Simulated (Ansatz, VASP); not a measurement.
Given: the input of a run of VASP 6.6.1 on Cu.

The input POSCAR:

```
Cu
1.0
    0.0000000000      1.8312856224      1.8312856224
    1.8312856224      0.0000000000      1.8312856224
    1.8312856224      1.8312856224      0.0000000000
Cu
1
Direct
    0.0000000000      0.0000000000      0.0000000000
```

File INCAR.step1:

```
  PREC = Accurate
  ENCUT = 520
  EDIFF = 1E-5
  ISMEAR = -1
  SIGMA = 0.05
  LREAL = F
  LASPH = T
  NELM = 120
  ALGO = Normal
  ISIF = 2
  LWAVE = T
  LCHARG = F
  NBANDS = 12
  GGA = PE
  GGA_COMPAT = F
```

The input INCAR.step2:

```
  PREC = Accurate
  ENCUT = 520
  EDIFF = 1E-6
  ISMEAR = -1
  SIGMA = 0.05
  LREAL = F
  LASPH = T
  NELM = 120
  ALGO = Normal
  ISIF = 2
  LWAVE = F
  LCHARG = F
  GGA = PE
  LHFCALC = T
  HFSCREEN = 0.2079
  PRECFOCK = Normal
  NBANDS = 12
  ISTART = 1
  GGA_COMPAT = F
```

KPOINTS

```
regular mesh
0
Gamma
  8 8 8
```

Potentials or basis: VASP PAW PBE potentials, release 64 (Cu).

Run with:

```console
$ cat potpaw_PBE.64/Cu/POTCAR > POTCAR
$ cp INCAR.step1 INCAR
$ mpirun -np 1 vasp_std > vasp.out
$ cp INCAR.step2 INCAR
$ mpirun -np 1 vasp_std > vasp.out
```

Task: Set up the same calculation for Ansatz 0.2.0. Potentials there: Ansatz PAW.

Result: As run (the cutoff follows the program's own potentials):

input

```
crystal:
  lattice:
    - [0.0, 1.8312856224, 1.8312856224]
    - [1.8312856224, 0.0, 1.8312856224]
    - [1.8312856224, 1.8312856224, 0.0]
  atoms:
    - { symbol: Cu, position: [0.0, 0.0, 0.0] }
hamiltonian:
  xc: hse06
  pseudopotentials: { kind: paw }
kpoints:
  mp_grid: { grid: [8, 8, 8] }
scf:
  occupations: { method: fermi_dirac, width: 0.05 }
output:
  forces: true
  stress: true
  eigenvalues: true
```

Both were run:

|  | VASP | Ansatz | Ansatz less VASP |
| --- | --- | --- | --- |
| gap on the k mesh at the Fermi level (eV) | none | none | - |
| pressure (GPa) | -2.3 | -2.3 | 0.00 |

A gap of «none» marks a metal or a gap that the smearing closes. The functional is the same, so the differences come from potentials, cutoffs and numerics. VASP's potentials hold 11 valence electrons a cell and Ansatz's 19, so a difference there can come from the potentials and not from the codes.

The k mesh is coarse, so the values compare programs but aren't converged.
